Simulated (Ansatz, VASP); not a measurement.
## One calculation of Mg2H2O3, two programs

INCAR

```
SYSTEM = Mg2H2O3
PREC     = Accurate       ! precision mode
ENCUT    = 520            ! plane-wave cutoff, eV
EDIFF    = 1E-7           ! SCF threshold, eV
ISMEAR   = 0              ! smearing method
SIGMA    = 0.01           ! smearing width, eV
LREAL    = .FALSE.        ! projectors in reciprocal space
LASPH    = .TRUE.         ! aspherical terms in the spheres
NELM     = 100            ! most SCF steps
ALGO     = Normal         ! electronic algorithm
ISIF     = 2              ! what is computed and relaxed
LWAVE    = .FALSE.        ! write WAVECAR
LCHARG   = .FALSE.        ! write CHGCAR
GGA      = PS             ! functional
NBANDS   = 21             ! bands
```

The input KPOINTS:

```
regular mesh
0
G
  6 6 2
  0 0 0
```

The input POSCAR:

```
Mg2H2O3
1.0
    3.0850000000      0.0000000000      0.0000000000
   -1.5425000000      2.6716883707      0.0000000000
    0.0000000000      0.0000000000      7.7100000000
Mg H O
2 2 3
Direct
    0.6666666667      0.3333333333      0.8399000000
    0.3333333333      0.6666666667      0.1601000000
    0.3333333333      0.6666666667      0.5666000000
    0.6666666667      0.3333333333      0.4334000000
    0.3333333333      0.6666666667      0.6949000000
    0.6666666667      0.3333333333      0.3051000000
    0.0000000000      0.0000000000      0.0000000000
```

Input for Ansatz:

```yaml
crystal:
  lattice:
    a: 3.085
    b: 3.085
    c: 7.71
    alpha: 90.0
    beta: 90.0
    gamma: 120.0
  atoms:
    - { symbol: Mg, position: [0.6666666666666666, 0.3333333333333333, 0.8399] }
    - { symbol: Mg, position: [0.3333333333333333, 0.6666666666666666, 0.1601] }
    - { symbol: H, position: [0.3333333333333333, 0.6666666666666666, 0.5666] }
    - { symbol: H, position: [0.6666666666666666, 0.3333333333333333, 0.4334] }
    - { symbol: O, position: [0.3333333333333333, 0.6666666666666666, 0.6949] }
    - { symbol: O, position: [0.6666666666666666, 0.3333333333333333, 0.3051] }
    - { symbol: O, position: [0.0, 0.0, 0.0] }
basis:
  ecutwfc: 517.016338673772
kpoints:
  mp_grid:
    grid: [6, 6, 2]
hamiltonian:
  xc: pbesol
scf:
  occupations:
    method: fixed
output:
  write_density: true
  write_potential: true
  volumetric_format: npy
  populations: true
  elf: true
  dos:
    de: 0.05
    projected: true
  eigenvalues: true
```

Alike in both runs: task single point; functional PBEsol; k mesh 6 × 6 × 2; no spin polarisation.

|  | VASP | Ansatz |
| --- | --- | --- |
| version | VASP 6.6.1 | Ansatz 0.2.0 |
| potentials or method | VASP PAW PBE potentials, release 64 (Mg, H, O), cutoff 520 eV | plane waves, PAW |
| occupations | gaussian, width 0.01 eV | fixed |
| valence electrons in the cell | 24 | 40 |

VASP gave:

- gap on the k mesh at the Fermi level (eV): 3.54

Q: Estimate Ansatz's values.

A: gap on the k mesh at the Fermi level (eV): 3.56.

VASP's potentials were made for PBE, not for PBEsol. VASP's potentials hold 24 valence electrons a cell and Ansatz's 40, so a difference there can come from the potentials and not from the codes.
